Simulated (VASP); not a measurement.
A run of VASP 6.6.1 is set up as follows.

File INCAR:

```
PREC     = Accurate       # precision mode
ENCUT    = 500            # plane-wave cutoff, eV
EDIFF    = 1E-6           # SCF threshold, eV
ISMEAR   = 0              # smearing method
SIGMA    = 0.15           # smearing width, eV
LREAL    = F              # projectors in reciprocal space
LASPH    = T              # aspherical terms in the spheres
NELM     = 120            # most SCF steps
ALGO     = Normal         # electronic algorithm
ISIF     = 2              # what is computed and relaxed
LWAVE    = F              # write WAVECAR
LCHARG   = F              # write CHGCAR
GGA      = PS             # functional
NBANDS   = 18             # bands
GGA_COMPAT= F
```

The input KPOINTS:

```
Automatic mesh
0
Gamma
  20 20 10
```

File POSCAR:

```
Au
1.0
    1.4113099650     -2.5559330250     -0.0238979738
    1.4113099650      2.5559330250      0.0238979738
    0.0000000000      0.0457511359      4.8931696100
Au
2
Direct
    0.6653279700      0.3346720300      0.2500000000
    0.3346720300      0.6653279700      0.7500000000
```

Potentials or basis: VASP PAW PBE potentials, release 64 (Au).

The run is started by

```bash
$ cat potpaw_PBE.64/Au/POTCAR > POTCAR
$ mpirun -np 1 vasp_std > vasp.out
```

(1) Estimate the largest force.

(2) What does it give for the pressure?

(3) What does it give for the band gap on the k mesh?

Answers

(1) 0.011 eV/Å.

(2) -5.5 GPa.

(3) zero (bands 11 and 12 overlap by 6.25 eV).

Caveat: the cell differs from its parent crystal (strain +0.0187 x Voigt [0, 0, 0, 1, 0, 0]); the cell stands under tension; the PAW data sets were made with another functional, which shifts forces and pressure a little; spin-orbit coupling is left out, which moves the levels of the heavy elements.
